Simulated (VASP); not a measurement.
# C (R-3m) in VASP: notebook

C is run at these levels: PBEsol; tasks: single point.

All numbers are computed with VASP 6.6.1; they aren't measurements. Logs are shortened: lines on timing, memory, paths and dates and some standing lists are left out, and cuts for length are marked.

## 1. The cell of the first run

It takes space group R-3m (No. 166, trigonal). Conventional cell: a = 2.456 Å, b = 2.456 Å, c = 10.041 Å, α = 90.00°, β = 90.00°, γ = 120.00°. C (site symmetry 3m) has 3 C at 1.42 Å within 1.9 Å.

## 2. Single point, PBEsol

Contents of INCAR:

```
SYSTEM = C
PREC = Accurate
ENCUT = 520
EDIFF = 1E-7
ISMEAR = -1
SIGMA = 0.1
LREAL = .False.
LASPH = .True.
NELM = 80
ALGO = Normal
ISIF = 2
LWAVE = .False.
LCHARG = .False.
GGA = PS
NBANDS = 11
```

Contents of KPOINTS:

```
regular mesh
0
Gamma
  16 16 16
  0 0 0
```

Contents of POSCAR:

```
C
1.0
    1.2280287100      0.7090027100      3.3470114500
   -1.2280287100      0.7090027100      3.3470114500
    0.0000000000     -1.4180054100      3.3470114500
C
2
Direct
    0.8359999984      0.8359999984      0.8360000043
    0.1639999993      0.1639999993      0.1640000004
```

Potentials or basis: VASP PAW PBE potentials, release 64 (C).

On the command line:

```console
cat potpaw_PBE.64/C/POTCAR > POTCAR
mpirun -np 1 vasp_std > vasp.out
```

OUTCAR:

```text
SYSTEM = C
   PREC = Accurate
   ENCUT = 520
   EDIFF = 1E-7
   ISMEAR = -1
   LREAL = .False.
   LASPH = .True.
   NELM = 80
   ISIF = 2
   GGA = PS

 ion  position               nearest neighbor table
   1  0.836  0.836  0.836-   2 1.42   2 1.42   2 1.42
   2  0.164  0.164  0.164-   1 1.42   1 1.42   1 1.42

  LATTYP: Found a trigonal (rhomboedric) cell.
 ALAT       =     3.6350000002
 COS(alpha) =     0.7717355885

  Lattice vectors:

 A1 = (   1.2280287100,   0.7090027100,   3.3470114500)
 A2 = (  -1.2280287100,   0.7090027100,   3.3470114500)
 A3 = (   0.0000000000,  -1.4180054100,   3.3470114500)

Analysis of symmetry for initial positions (statically):
=====================================================================
 Subroutine PRICEL returns:
 Original cell was already a primitive cell.

 Routine SETGRP: Setting up the symmetry group for a
 trigonal (rhombohedral) supercell.

 Subroutine GETGRP returns: Found 12 space group operations
 (whereof 12 operations were pure point group operations)
 out of a pool of 12 trial point group operations.

The static configuration has the point symmetry D_3d.

Analysis of symmetry for dynamics (positions and initial velocities):
=====================================================================
 Subroutine PRICEL returns:
 Original cell was already a primitive cell.

 Routine SETGRP: Setting up the symmetry group for a
 trigonal (rhombohedral) supercell.

 Subroutine GETGRP returns: Found 12 space group operations
 (whereof 12 operations were pure point group operations)
 out of a pool of 12 trial point group operations.

The dynamic configuration has the point symmetry D_3d.

 Subroutine INISYM returns: Found 12 space group operations
 (whereof 12 operations are pure point group operations),
 and found     1 'primitive' translations

----------------------------------------------------------------------------------------

                                     Primitive cell

  volume of cell :      17.4850

  direct lattice vectors                    reciprocal lattice vectors
     1.228028710  0.709002710  3.347011450     0.407156605  0.235071975  0.099591333
    -1.228028710  0.709002710  3.347011450    -0.407156605  0.235071975  0.099591333
     0.000000000 -1.418005410  3.347011450     0.000000000 -0.470143950  0.099591334

  length of vectors
     3.635000000  3.635000000  3.634999999     0.480576495  0.480576495  0.480576495

  position of ions in fractional coordinates (direct lattice)
     0.835999998  0.835999998  0.836000004
     0.163999999  0.163999999  0.164000000

  ion indices of the primitive-cell ions
   primitive index   ion index
                 1           1
                 2           2

----------------------------------------------------------------------------------------

 KPOINTS: regular mesh

Automatic generation of k-mesh.
 Grid dimensions read from file:
 generate k-points for:   16   16   16

 Generating k-lattice:

  Cartesian coordinates                     Fractional coordinates (reciprocal lattice)
     0.025447288  0.014691998  0.006224458     0.062500000  0.000000000 -0.000000000
    -0.025447288  0.014691998  0.006224458     0.000000000  0.062500000 -0.000000000
     0.000000000 -0.029383997  0.006224458    -0.000000000 -0.000000000  0.062500000

  Length of vectors
     0.030036031  0.030036031  0.030036031

  Shift w.r.t. Gamma in fractional coordinates (k-lattice)
     0.000000000  0.000000000  0.000000000

 Subroutine IBZKPT returns following result:
 ===========================================

 Found    417 irreducible k-points:

 Following reciprocal coordinates:
            Coordinates               Weight
  0.000000  0.000000  0.000000      1.000000
  0.062500  0.000000  0.000000      6.000000
  0.125000  0.000000  0.000000      6.000000
  0.187500  0.000000  0.000000      6.000000
  0.250000  0.000000  0.000000      6.000000
  0.312500  0.000000  0.000000      6.000000
[... 16 lines left out ...]
 -0.125000  0.062500 -0.000000     12.000000
 -0.062500  0.062500  0.000000      6.000000
 [... further k-points ...]
   k-points           NKPTS =    417   k-points in BZ     NKDIM =    417   number of bands    NBANDS=     11
   number of dos      NEDOS =    301   number of ions     NIONS =      2
   total plane-waves  NPLWV =  21952
   dimension x,y,z NGX =    28 NGY =   28 NGZ =   28
   dimension x,y,z NGXF=    56 NGYF=   56 NGZF=   56
   ions per type =               2
   NGX,Y,Z   is equivalent  to a cutoff of  12.81, 12.81, 12.81 a.u.
   NGXF,Y,Z  is equivalent  to a cutoff of  25.61, 25.61, 25.61 a.u.
 SYSTEM =  C
   PREC   = accura    normal or accurate (medium, high low for compatibility)
   ISTART =      0    job   : 0-new  1-cont  2-samecut
   ICHARG =      2    charge: 1-file 2-atom 10-const
   ISPIN  =      1    spin polarized calculation?
   LNONCOLLINEAR =      F non collinear calculations
   LSORBIT =      F    spin-orbit coupling
   LASPH  =      T    aspherical Exc in radial PAW
   ENCUT  =  520.0 eV  38.22 Ry    6.18 a.u.   6.76  6.76  6.76*2*pi/ulx,y,z
   NELM   =     80;   NELMIN=  2; NELMDL= -5     # of ELM steps
   EDIFF  = 0.1E-06   stopping-criterion for ELM
   LREAL  =      F    real-space projection
   EDIFFG = 0.1E-05   stopping-criterion for IOM
   NSW    =      0    number of steps for IOM
   IBRION =     -1    ionic relax: 0-MD 1-quasi-New 2-CG
   NFREE  =      0    steps in history (QN), initial steepest desc. (CG)
   ISIF   =      2    stress and relaxation
   ISYM   =      2    0-nonsym 1-usesym 2-fastsym
   POTIM  = 0.5000    time-step for ionic-motion
   TEBEG  =    0.0;   TEEND  =   0.0 temperature during run
   PSTRESS=    0.0 pullay stress
   NELECT =       8.0000    total number of electrons
   NUPDOWN=      -1.0000    fix difference up-down
   EMIN   =  10.00;   EMAX   =-10.00  energy-range for DOS
   EFERMI =   0.00;   METHOD = LEGACY
   ISMEAR =    -1;   SIGMA  =   0.10  broadening in eV -4-tet -1-fermi 0-gaus
   EFERMI_NEDOS =   21; number of points for ismear=-14 and -15
   IALGO  =     38    algorithm
   IMIX   =      4    mixing-type and parameters
     AMIX     =   0.40;   BMIX     =  1.00
     AMIX_MAG =   1.60;   BMIX_MAG =  1.00
  volume/ion in A,a.u.               =       8.74        59.00
  Fermi-wavevector in a.u.,A,eV,Ry     =   1.261488  2.383867 21.651666  1.591353
  Thomas-Fermi vector in A             =   2.394945
   LORBIT       =      0    0 simple, 1 ext, 2 COOP (PROOUT), +10 PAW based schemes
   GGA     = PS    functional components
   LHFCALC =     F    Hartree Fock is set to
   AEXX    =    0.0000 exact exchange contribution
   IVDW    =     0    specifies the selected vdW correction
   LEPSILON=     F    determine dielectric tensor
   LRPA    =     F    only Hartree local field effects (RPA)
 non-spin polarized calculation
  energy-cutoff  :      520.00
  volume of cell :       17.48
 maximum number of plane-waves:       484
   NGX = 13   NGY = 13   NGZ = 13

 number of electron       8.0000000 magnetization

 Free energy of the ion-electron system (eV)
  ---------------------------------------------------
  ext. energy  EPLUGINS =         0.00000000
  ---------------------------------------------------
  free energy    TOTEN  =       -19.26167851 eV

  energy without entropy =      -19.26093849  energy(sigma->0) =      -19.26130850

 E-fermi :   4.7409     XC(G=0): -10.5893

 val. band max:        4.5732176245   @ k =  -0.3125   0.3125   0.0000
 cond. band min:       4.9232806600   @ k =  -0.3125   0.3125   0.0000
 fundamental gap:      0.3500630356
 Fermi energy:         4.7409041865

 k-point     1 :       0.0000    0.0000    0.0000
  band No.  band energies     occupation
      1     -15.0146      2.00000
      2      -1.9249      2.00000
      3       1.7551      2.00000
      4       1.7551      2.00000
      5       8.6427      0.00000
      6      13.1009      0.00000
      7      13.1009      0.00000
      8      16.2370      0.00000
      9      17.6915      0.00000
     10      27.2537      0.00000
     11      30.3840      0.00000

 k-point     2 :       0.0625    0.0000    0.0000
  band No.  band energies     occupation
      1     -14.9192      2.00000
      2      -1.8290      2.00000
      3       1.3791      2.00000
      4       1.5559      2.00000
      5       8.7753      0.00000
      6      13.1518      0.00000
      7      13.5028      0.00000
      8      15.9066      0.00000
      9      17.8528      0.00000
     10      27.5670      0.00000
     11      29.6194      0.00000

 k-point     3 :       0.1250    0.0000    0.0000
  band No.  band energies     occupation
      1     -14.6341      2.00000
      2      -1.5428      2.00000
      3       0.3660      2.00000
      4       1.0422      2.00000
      5       9.1698      0.00000
      6      13.1967      0.00000
      7      14.6169      0.00000
      8      14.9991      0.00000
      9      18.3645      0.00000
     10      27.6928      0.00000
     11      28.4232      0.00000

 k-point     4 :       0.1875    0.0000    0.0000
  band No.  band energies     occupation
      1     -14.1612      2.00000
      2      -1.1432      2.00000
      3      -0.9773      2.00000
      4       0.3827      2.00000
      5       9.8034      0.00000
      6      13.0794      0.00000
      7      13.7355      0.00000
      8      16.2526      0.00000
      9      19.1867      0.00000
     10      25.7975      0.00000
     11      28.1653      0.00000
[... 239 lines left out ...]
 k-point    22 :      -0.1875    0.0625   -0.0000
  band No.  band energies     occupation
      1     -13.7954      2.00000
      2      -1.8792      2.00000
      3      -0.5921      2.00000
      4      -0.2254      2.00000
      5      10.1024      0.00000
      6      12.6576      0.00000
      7      13.5042      0.00000
      8      16.7960      0.00000
      9      20.0744      0.00000
     10      24.1089      0.00000
     11      28.3561      0.00000

 k-point    23 :      -0.1250    0.0625   -0.0000
  band No.  band energies     occupation
      1     -14.3573      2.00000
      2      -1.1997      2.00000
      3      -0.4000      2.00000
      4       0.4889      2.00000
      5       9.4326      0.00000
      6      13.3999      0.00000
      7      14.2082      0.00000
      8      15.2515      0.00000
      9      19.0045      0.00000
     10      25.8812      0.00000
     11      29.0280      0.00000

 k-point    24 :      -0.0625    0.0625    0.0000
  band No.  band energies     occupation
      1     -14.7328      2.00000
      2      -1.6054      2.00000
      3       0.7310      2.00000
      4       1.1540      2.00000
      5       8.9742      0.00000
      6      13.2985      0.00000
      7      14.1385      0.00000
      8      15.2829      0.00000
      9      18.2162      0.00000
     10      27.9711      0.00000
     11      28.1472      0.00000

 [... further k-points ...]

------------------------ aborting loop because EDIFF is reached ----------------------------------------

  FORCE on cell =-STRESS in cart. coord.  units (eV):
  Direction    XX          YY          ZZ          XY          YZ          ZX
  --------------------------------------------------------------------------------------
  -------------------------------------------------------------------------------------
  Total        0.2557915      0.2557915      0.0967224      0.0000000      0.0000000      0.0000000
  in kB       23.4386132     23.4386132      8.8628416      0.0000000      0.0000000      0.0000000
  external PRESSURE =      18.5800227 kB  Pullay stress =       0.0000000 kB

 VOLUME and BASIS-vectors are now :
 -----------------------------------------------------------------------------
  energy-cutoff  :      520.00
  volume of cell :       17.48
      direct lattice vectors                 reciprocal lattice vectors
     1.228028710  0.709002710  3.347011450     0.407156605  0.235071975  0.099591333
    -1.228028710  0.709002710  3.347011450    -0.407156605  0.235071975  0.099591333
     0.000000000 -1.418005410  3.347011450     0.000000000 -0.470143950  0.099591334

 POSITION                                       TOTAL-FORCE (eV/Angst)
 -----------------------------------------------------------------------------------
      0.00000     -0.00000      8.39430         0.000000     -0.000000     -0.869314
      0.00000      0.00000      1.64673         0.000000      0.000000      0.869314
 -----------------------------------------------------------------------------------
    total drift:                               -0.000000      0.000002     -0.000000

  FREE ENERGIE OF THE ION-ELECTRON SYSTEM (eV)
  ---------------------------------------------------
  free  energy   TOTEN  =       -19.2616785125 eV

  energy  without entropy=      -19.2609384924  energy(sigma->0) =      -19.26130850
```

It took 81 s on 1 thread of Intel Xeon Platinum 8488C (Sapphire Rapids), shared host; peak memory 0.19 GiB.

What came out:

```yaml
Free_energy: -19.2617 eV
Pressure: 1.9 GPa
Largest_force: 0.869 eV/Å
```

Forces in eV/Å, atoms in the order of the input:
```
C    0.000  0.000 -0.869
C    0.000  0.000  0.869
```

Caveat: this functional lacks dispersion, which binds the layers, so the pressure and a relaxed spacing across them are unreliable; the PAW data sets were made with another functional, which shifts forces and pressure a little.

## 3. Single point, PBEsol

Contents of INCAR:

```
ALGO = Normal
EDIFF = 1E-6
ENCUT = 520
GGA = PS
ISIF = 2
ISMEAR = -1
LASPH = True
LCHARG = False
LREAL = False
LWAVE = False
NBANDS = 11
NELM = 80
PREC = Accurate
SIGMA = 0.1
```

Contents of KPOINTS:

```
k-points
0
Gamma
  16 16 16
```

POSCAR is that of step 2.

Potentials or basis: VASP PAW PBE potentials, release 64 (C).

On the command line:

```console
cat potpaw_PBE.64/C/POTCAR > POTCAR
mpirun -np 1 vasp_std > vasp.out
```

It took 70 s on 1 thread of Intel Xeon Platinum 8488C (Sapphire Rapids), shared host; peak memory 0.19 GiB.

Results (log left out):

```
Free energy   : -19.2617 eV
Pressure      : 1.8 GPa
Largest force : 0.869 eV/Å
```

Forces on the atoms (eV/Å):
```
C    0.000  0.000 -0.869
C    0.000  0.000  0.869
```

Stress tensor (GPa, compression positive):
```
2.34 0.00 0.00
0.00 2.34 0.00
0.00 0.00 0.87
```

Caveat: this functional lacks dispersion, which binds the layers, so the pressure and a relaxed spacing across them are unreliable; the PAW data sets were made with another functional, which shifts forces and pressure a little.
